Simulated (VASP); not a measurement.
Input of a VASP 6.6.1 run:

INCAR

```
  PREC = Accurate
  ENCUT = 600
  EDIFF = 1E-6
  ISMEAR = 0
  SIGMA = 0.15
  LREAL = F
  LASPH = T
  NELM = 200
  ALGO = Normal
  ISIF = 2
  LWAVE = F
  LCHARG = T
  GGA = PE
  LELF = T
  LVHAR = T
  NBANDS = 31
  GGA_COMPAT = F
  LMAXMIX = 6
```

Contents of KPOINTS:

```
Automatic mesh
0
Gamma
  3 3 3
```

File POSCAR:

```
Tm2GeF2
1.0
    4.8658967536      0.0000000000      0.0000000000
    0.0000000000      4.8658967536      0.0000000000
    0.0000000000      0.0000000000      4.2454128770
Tm Ge F
2 1 2
Direct
    0.0000000000      0.5000000000      0.5000000000
    0.5000000000      0.0000000000      0.5000000000
    0.5000000000      0.5000000000      0.0000000000
    0.0000000000      0.0000000000      0.0000000000
    0.5000000000      0.5000000000      0.5000000000
```

Potentials or basis: VASP PAW PBE potentials, release 64 (Tm_3, Ge_d, F), 4f in core.

The run is started by

```bash
$ cat potpaw_PBE.64/Tm_3/POTCAR potpaw_PBE.64/Ge_d/POTCAR potpaw_PBE.64/F/POTCAR > POTCAR
$ mpirun -np 1 vasp_std > vasp.out
```

Task: Predict the band gap on the k mesh.

Result: Zero (bands 23 and 24 overlap by 1.05 eV).

Task: Predict the pressure.

Result: 0.4 GPa.

Stress tensor (GPa, compression positive):
```
0.29 0.00 0.00
0.00 0.29 0.00
0.00 0.00 0.62
```

Caveat: the k points lie up to 0.49 Å⁻¹ apart, too coarse for converged energies and pressures of a metal; spin-orbit coupling is left out, which moves the levels of the heavy elements; the 4f electrons are frozen in the core, so they carry no moment and show no levels; the run has no spin polarisation, though such a crystal can be magnetic. With open d or f shells a metallic result of PBE can be an artefact of self-interaction; +U or a hybrid may open a gap.
